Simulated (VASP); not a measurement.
Crystal: Ce.

```
Ce
1.0
    -1.98141    1.98141    1.98141
     1.98141   -1.98141    1.98141
     1.98141    1.98141   -1.98141
Ce
1
Direct
  0.00000 0.00000 0.00000
```

This isn't the form of Ce at room conditions, which is fcc.

| Quantity | Value |
| --- | --- |
| Program | VASP 6.6.1 |
| Task | relaxation of cell and atoms |
| Functional | revPBE |
| Potentials or basis | VASP PAW PBE potentials, release 64 (Ce) |
| Cutoff | 720 eV |
| k mesh | 13 × 13 × 13 |
| Occupations | gaussian, width 0.04 eV |
| Spin | collinear spin, ferromagnetic start |
| Starting moments | [1.0] μB |

At the start: pressure -2.4 GPa; volume 31.12 Å³/atom.

Question: Where does the relaxation end?

Answer: Over 29 steps the energy falls by 18.5 meV/atom and the volume is 28.55 Å³/atom (-8.3 %); space group Im-3m (No. 229, to 0.1 Å) before and after; moment 0.00 μB per cell.

Step by step:
```csv
step,energy change (eV),largest force (eV/Å),pressure (GPa),volume (Å³)
1,0.0000,0.0000,-2.39,31.12
2,-0.0179,0.0000,-0.54,29.07
3,-0.0183,0.0000,0.57,28.29
4,-0.0186,0.0000,-0.14,28.69
5,-0.0186,0.0000,0.02,28.57
6,-0.0186,0.0000,-0.09,28.62
7,-0.0186,0.0000,-0.13,28.62
8,-0.0186,0.0000,-0.04,28.61
9,-0.0186,0.0000,-0.08,28.61
10,-0.0186,0.0000,-0.09,28.61
11,-0.0186,0.0000,-0.09,28.61
12,-0.0186,0.0000,-0.12,28.61
13,-0.0186,0.0000,-0.07,28.60
14,-0.0186,0.0000,-0.05,28.58
15,-0.0186,0.0000,-0.03,28.55
16,-0.0185,0.0000,0.04,28.50
17,-0.0186,0.0000,1.03,28.53
18,-0.0186,0.0000,-0.02,28.55
19,-0.0186,0.0000,-0.01,28.55
20,-0.0185,0.0000,-0.02,28.55
21,-0.0185,0.0000,0.06,28.54
22,-0.0185,0.0000,-0.03,28.55
23,-0.0185,0.0000,0.04,28.54
24,-0.0185,0.0000,0.01,28.55
25,-0.0185,0.0000,-0.01,28.55
26,-0.0185,0.0000,-0.01,28.55
27,-0.0185,0.0000,0.04,28.54
28,-0.0185,0.0000,2.83,28.54
29,-0.0185,0.0000,0.01,28.55
```

Final structure:
```
Ce
1.0
    -1.92530    1.92530    1.92530
     1.92530   -1.92530    1.92530
     1.92530    1.92530   -1.92530
Ce
1
Direct
  0.00000 0.00000 0.00000
```

Caveat: the magnetic or orbital state may not be the lowest; the PAW data sets were made with another functional, which shifts forces and pressure a little; semilocal functionals describe open f shells poorly, which spoils levels, moments and volumes.
